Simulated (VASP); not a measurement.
# CoO (R-3m) in VASP: settings compared

The runs below take CoO through single point, with PBEsol, PBE.

All numbers are computed with VASP 6.6.1; they aren't measurements. Logs are shortened: lines on timing, memory, paths and dates and some standing lists are left out, and cuts for length are marked.

## Step 1: The cell of the first run

It takes space group R-3m (No. 166, trigonal). Conventional cell: a = 3.011 Å, b = 3.011 Å, c = 7.320 Å, α = 90.00°, β = 90.00°, γ = 120.00°. Co (site symmetry -3m) has 6 O at 2.12 Å within 2.8 Å. Within 2.8 Å of O (site symmetry -3m) lie 6 Co at 2.12 Å.

## Step 2: Single point, PBEsol, collinear spin, ferromagnetic start

Contents of INCAR:

```
ALGO = Normal ; EDIFF = 1E-6
ENCUT = 520 ; GGA = PS
ISIF = 2 ; ISMEAR = -1
ISPIN = 2 ; LASPH = T
LCHARG = F ; LMAXMIX = 4
LORBIT = 11 ; LREAL = F
LWAVE = F ; MAGMOM = 2 0
NBANDS = 18 ; NELM = 150
PREC = Accurate ; SIGMA = 0.05
```

Contents of KPOINTS:

```
k-points
0
Gamma
  11 11 11
```

Contents of POSCAR:

```
CoO
1.0
    1.5054695445      0.8691832468      2.4399269062
   -1.5054695445      0.8691832468      2.4399269062
    0.0000000000     -1.7383664936      2.4399269062
Co O
1 1
Direct
    0.0000000000      0.0000000000      0.0000000000
    0.5000000000      0.5000000000      0.5000000000
```

Potentials or basis: VASP PAW PBE potentials, release 64 (Co, O).

On the command line:

```
$ cat potpaw_PBE.64/Co/POTCAR potpaw_PBE.64/O/POTCAR > POTCAR
$ mpirun -np 1 vasp_std > vasp.out
```

OUTCAR:

```text
EDIFF = 1E-6
   ENCUT = 520
   GGA = PS
   ISIF = 2
   ISMEAR = -1
   ISPIN = 2
   LASPH = T
   LORBIT = 11
   LREAL = F
   NELM = 150
   PREC = Accurate

 ion  position               nearest neighbor table
   1  0.000  0.000  0.000-   2 2.12   2 2.12   2 2.12   2 2.12   2 2.12   2 2.12
   2  0.500  0.500  0.500-   1 2.12   1 2.12   1 2.12   1 2.12   1 2.12   1 2.12

  LATTYP: Found a trigonal (rhomboedric) cell.
 ALAT       =     2.9958573687
 COS(alpha) =     0.4949531368

  Lattice vectors:

 A1 = (   1.5054695445,   0.8691832468,   2.4399269062)
 A2 = (  -1.5054695445,   0.8691832468,   2.4399269062)
 A3 = (   0.0000000000,  -1.7383664936,   2.4399269062)

Analysis of symmetry for initial positions (statically):
=====================================================================
 Subroutine PRICEL returns:
 Original cell was already a primitive cell.

 Routine SETGRP: Setting up the symmetry group for a
 trigonal (rhombohedral) supercell.

 Subroutine GETGRP returns: Found 12 space group operations
 (whereof 12 operations were pure point group operations)
 out of a pool of 12 trial point group operations.

The static configuration has the point symmetry D_3d.

Analysis of symmetry for dynamics (positions and initial velocities):
=====================================================================
 Subroutine PRICEL returns:
 Original cell was already a primitive cell.

 Routine SETGRP: Setting up the symmetry group for a
 trigonal (rhombohedral) supercell.

 Subroutine GETGRP returns: Found 12 space group operations
 (whereof 12 operations were pure point group operations)
 out of a pool of 12 trial point group operations.

The dynamic configuration has the point symmetry D_3d.

Analysis of structural, dynamic, and magnetic symmetry:
=====================================================================
 Subroutine PRICEL returns:
 Original cell was already a primitive cell.

 Routine SETGRP: Setting up the symmetry group for a
 trigonal (rhombohedral) supercell.

 Subroutine GETGRP returns: Found 12 space group operations
 (whereof 12 operations were pure point group operations)
 out of a pool of 12 trial point group operations.

The overall configuration has the point symmetry D_3d.

 Subroutine INISYM returns: Found 12 space group operations
 (whereof 12 operations are pure point group operations),
 and found     1 'primitive' translations

----------------------------------------------------------------------------------------

                                     Primitive cell

  volume of cell :      19.1563

  direct lattice vectors                    reciprocal lattice vectors
     1.505469544  0.869183247  2.439926906     0.332122295  0.191750896  0.136616114
    -1.505469544  0.869183247  2.439926906    -0.332122295  0.191750896  0.136616114
     0.000000000 -1.738366494  2.439926906     0.000000000 -0.383501793  0.136616114

  length of vectors
     2.995857369  2.995857369  2.995857369     0.407108816  0.407108816  0.407108816

  position of ions in fractional coordinates (direct lattice)
     0.000000000  0.000000000  0.000000000
     0.500000000  0.500000000  0.500000000

  ion indices of the primitive-cell ions
   primitive index   ion index
                 1           1
                 2           2

----------------------------------------------------------------------------------------

 KPOINTS: k-points

Automatic generation of k-mesh.
 Grid dimensions read from file:
 generate k-points for:   11   11   11

 Generating k-lattice:

  Cartesian coordinates                     Fractional coordinates (reciprocal lattice)
     0.030192936  0.017431900  0.012419647     0.090909091  0.000000000  0.000000000
    -0.030192936  0.017431900  0.012419647     0.000000000  0.090909091  0.000000000
     0.000000000 -0.034863799  0.012419647     0.000000000  0.000000000  0.090909091

  Length of vectors
     0.037009892  0.037009892  0.037009892

  Shift w.r.t. Gamma in fractional coordinates (k-lattice)
     0.000000000  0.000000000  0.000000000

 Subroutine IBZKPT returns following result:
 ===========================================

 Found    146 irreducible k-points:

 Following reciprocal coordinates:
            Coordinates               Weight
  0.000000  0.000000  0.000000      1.000000
  0.090909  0.000000  0.000000      6.000000
  0.181818  0.000000  0.000000      6.000000
  0.272727 -0.000000  0.000000      6.000000
  0.363636 -0.000000 -0.000000      6.000000
  0.454545  0.000000 -0.000000      6.000000
[... 16 lines left out ...]
 -0.272727  0.181818  0.000000     12.000000
 -0.181818  0.181818  0.000000      6.000000
 [... further k-points ...]
   k-points           NKPTS =    146   k-points in BZ     NKDIM =    146   number of bands    NBANDS=     18
   number of dos      NEDOS =    301   number of ions     NIONS =      2
   total plane-waves  NPLWV =  13824
   dimension x,y,z NGX =    24 NGY =   24 NGZ =   24
   dimension x,y,z NGXF=    48 NGYF=   48 NGZF=   48
   ions per type =               1   1
   NGX,Y,Z   is equivalent  to a cutoff of  13.32, 13.32, 13.32 a.u.
   NGXF,Y,Z  is equivalent  to a cutoff of  26.64, 26.64, 26.64 a.u.
 SYSTEM =  unknown system
   PREC   = accura    normal or accurate (medium, high low for compatibility)
   ISTART =      0    job   : 0-new  1-cont  2-samecut
   ICHARG =      2    charge: 1-file 2-atom 10-const
   ISPIN  =      2    spin polarized calculation?
   LNONCOLLINEAR =      F non collinear calculations
   LSORBIT =      F    spin-orbit coupling
   LASPH  =      T    aspherical Exc in radial PAW
   ENCUT  =  520.0 eV  38.22 Ry    6.18 a.u.   5.57  5.57  5.57*2*pi/ulx,y,z
   NELM   =    150;   NELMIN=  2; NELMDL= -5     # of ELM steps
   EDIFF  = 0.1E-05   stopping-criterion for ELM
   LREAL  =      F    real-space projection
   EDIFFG = 0.1E-04   stopping-criterion for IOM
   NSW    =      0    number of steps for IOM
   IBRION =     -1    ionic relax: 0-MD 1-quasi-New 2-CG
   NFREE  =      0    steps in history (QN), initial steepest desc. (CG)
   ISIF   =      2    stress and relaxation
   ISYM   =      2    0-nonsym 1-usesym 2-fastsym
   POTIM  = 0.5000    time-step for ionic-motion
   TEBEG  =    0.0;   TEEND  =   0.0 temperature during run
   PSTRESS=    0.0 pullay stress
   NELECT =      15.0000    total number of electrons
   NUPDOWN=      -1.0000    fix difference up-down
   EMIN   =  10.00;   EMAX   =-10.00  energy-range for DOS
   EFERMI =   0.00;   METHOD = LEGACY
   ISMEAR =    -1;   SIGMA  =   0.05  broadening in eV -4-tet -1-fermi 0-gaus
   EFERMI_NEDOS =   21; number of points for ismear=-14 and -15
   IALGO  =     38    algorithm
   IMIX   =      4    mixing-type and parameters
     AMIX     =   0.40;   BMIX     =  1.00
     AMIX_MAG =   1.60;   BMIX_MAG =  1.00
  volume/ion in A,a.u.               =       9.58        64.64
  Fermi-wavevector in a.u.,A,eV,Ry     =   1.508927  2.851458 30.978555  2.276860
  Thomas-Fermi vector in A             =   2.619316
   LORBIT       =     11    0 simple, 1 ext, 2 COOP (PROOUT), +10 PAW based schemes
   GGA     = PS    functional components
   LHFCALC =     F    Hartree Fock is set to
   AEXX    =    0.0000 exact exchange contribution
   IVDW    =     0    specifies the selected vdW correction
   LEPSILON=     F    determine dielectric tensor
   LRPA    =     F    only Hartree local field effects (RPA)
 spin polarized calculation
  energy-cutoff  :      520.00
  volume of cell :       19.16
 maximum number of plane-waves:       532
   NGX = 11   NGY = 11   NGZ = 11

 number of electron      15.0000005 magnetization       2.9095960

 Free energy of the ion-electron system (eV)
  ---------------------------------------------------
  ext. energy  EPLUGINS =         0.00000000
  ---------------------------------------------------
  free energy    TOTEN  =       -13.97212728 eV

  energy without entropy =      -13.93945958  energy(sigma->0) =      -13.95579343

 E-fermi :   7.9456     XC(G=0): -12.7114

 val. band max:        7.9442434730   @ k =  -0.2727   0.1818   0.0000
 cond. band min:       7.9498367829   @ k =  -0.1818   0.2727   0.1818
 fundamental gap:      0.0055933099
 Fermi energy:         7.9455786182

 spin component 1

 k-point     1 :       0.0000    0.0000    0.0000
  band No.  band energies     occupation
      1     -12.3632      1.00000
      2       4.6610      1.00000
      3       4.6610      1.00000
      4       4.6674      1.00000
      5       4.6674      1.00000
      6       4.7162      1.00000
[... 10 lines left out ...]
     17      29.4652      0.00000
     18      32.7708      0.00000
[... 463 lines left out ...]
 k-point    24 :      -0.1818    0.1818    0.0000
  band No.  band energies     occupation
      1     -11.5980      1.00000
      2       1.1360      1.00000
      3       2.2617      1.00000
      4       2.8130      1.00000
      5       5.1475      1.00000
      6       5.1935      1.00000
[... 10 lines left out ...]
     17      35.5631      0.00000
     18      37.3456      0.00000

 [... further k-points ...]

 spin component 2

 k-point     1 :       0.0000    0.0000    0.0000
  band No.  band energies     occupation
      1     -11.8319      1.00000
      2       5.2682      1.00000
      3       5.2682      1.00000
      4       5.3222      1.00000
      5       6.8118      1.00000
      6       6.8118      1.00000
[... 10 lines left out ...]
     17      30.4099      0.00000
     18      33.5902      0.00000
[... 463 lines left out ...]
 k-point    24 :      -0.1818    0.1818    0.0000
  band No.  band energies     occupation
      1     -11.0415      1.00000
      2       1.8904      1.00000
      3       3.6447      1.00000
      4       3.6691      1.00000
      5       7.2443      1.00000
      6       7.6837      0.99471
[... 10 lines left out ...]
     17      36.1753      0.00000
     18      37.9568      0.00000

 [... further k-points ...]

------------------------ aborting loop because EDIFF is reached ----------------------------------------

  FORCE on cell =-STRESS in cart. coord.  units (eV):
  Direction    XX          YY          ZZ          XY          YZ          ZX
  --------------------------------------------------------------------------------------
  -------------------------------------------------------------------------------------
  Total       -1.1816675     -1.1816675     -1.2187810      0.0000000      0.0000000     -0.0000000
  in kB      -98.8312926    -98.8312926   -101.9353618      0.0000000      0.0000000     -0.0000000
  external PRESSURE =     -99.8659823 kB  Pullay stress =       0.0000000 kB

 VOLUME and BASIS-vectors are now :
 -----------------------------------------------------------------------------
  energy-cutoff  :      520.00
  volume of cell :       19.16
      direct lattice vectors                 reciprocal lattice vectors
     1.505469544  0.869183247  2.439926906     0.332122295  0.191750896  0.136616114
    -1.505469544  0.869183247  2.439926906    -0.332122295  0.191750896  0.136616114
     0.000000000 -1.738366494  2.439926906     0.000000000 -0.383501793  0.136616114

 POSITION                                       TOTAL-FORCE (eV/Angst)
 -----------------------------------------------------------------------------------
      0.00000      0.00000      0.00000        -0.000000      0.000000     -0.000000
      0.00000      0.00000      3.65989         0.000000     -0.000000      0.000000
 -----------------------------------------------------------------------------------
    total drift:                               -0.000000      0.000000     -0.000000

  FREE ENERGIE OF THE ION-ELECTRON SYSTEM (eV)
  ---------------------------------------------------
  free  energy   TOTEN  =       -13.9721272759 eV

  energy  without entropy=      -13.9394595839  energy(sigma->0) =      -13.95579343

 total charge

# of ion       s       p       d       tot
------------------------------------------
    1        0.300   0.367   7.150   7.817
    2        1.551   3.403   0.000   4.954
--------------------------------------------------
tot          1.850   3.770   7.150  12.771

 magnetization (x)

# of ion       s       p       d       tot
------------------------------------------
    1        0.020   0.018   2.511   2.548
    2        0.029   0.281   0.000   0.310
--------------------------------------------------
tot          0.049   0.298   2.511   2.859
```

It took 35 s on 1 thread of Intel Xeon 6975P-C (Granite Rapids), shared host; peak memory 0.21 GiB.

Results:

```
Free energy                                           : -13.9721 eV
Pressure                                              : -10.0 GPa
Net moment                                            : 2.91 μB per cell
Site moments                                          : Co +2.55; O +0.31 μB
Valence electrons inside the program's atomic spheres : Co 7.82; O 4.95
```

Caveat: the cell stands under tension; the PAW data sets were made with another functional, which shifts forces and pressure a little; a cell with one magnetic atom can't hold antiferromagnetic order, which such compounds often take; semilocal functionals often make such compounds metallic where correlation or magnetic order opens a gap, which also shifts bond lengths. With open d or f shells a metallic result of PBEsol can be an artefact of self-interaction; +U or a hybrid may open a gap.

(Continued in part 2 of 3.)
